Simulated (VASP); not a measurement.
In8SbAs7, 16 atoms in the cell. It takes space group F-43m (No. 216, cubic). Conventional cell: a = 12.291 Å, b = 12.291 Å, c = 12.291 Å, α = 90.00°, β = 90.00°, γ = 90.00°. In (site symmetry 3m) has 3 As at 2.63 Å and 1 Sb at 2.76 Å within 3.5 Å. Within 3.5 Å of In (site symmetry 3m) lie 4 As at 2.65 to 2.66 Å. Sb (site symmetry -43m) has 4 In at 2.76 Å within 3.6 Å. As (site symmetry 2mm) has 4 In at 2.63 to 2.66 Å within 3.5 Å. Within 3.5 Å of As (site symmetry -43m) lie 4 In at 2.65 Å. 

```yaml
Program: VASP 6.6.1
Task: single point
Functional: PBEsol
Potentials_or_basis: VASP PAW PBE potentials, release 64 (In_d, Sb, As)
Cutoff: 500 eV
k_mesh: 4 × 4 × 4
Occupations: gaussian, width 0.1 eV
Spin: no spin polarisation
Dipole_correction: no
Further_INCAR_settings: ALGO = Normal; EDIFF = 1e-06; NBANDS = 86
```

Potentials or basis: VASP PAW PBE potentials, release 64 (In_d, Sb, As).

Run with:

```bash
$ cat potpaw_PBE.64/In_d/POTCAR potpaw_PBE.64/Sb/POTCAR potpaw_PBE.64/As/POTCAR > POTCAR
$ mpirun -np 1 vasp_std > vasp.out
```

Hardware: 1 thread of Oxide Virtual Turin-like Processor (shared host).

**Question.** Estimate the wall time of this run.

**Answer.** It took 12 min on 1 thread of Oxide Virtual Turin-like Processor, on a shared host, peak memory 0.63 GiB. Counts: scf iterations 15, k points 8.
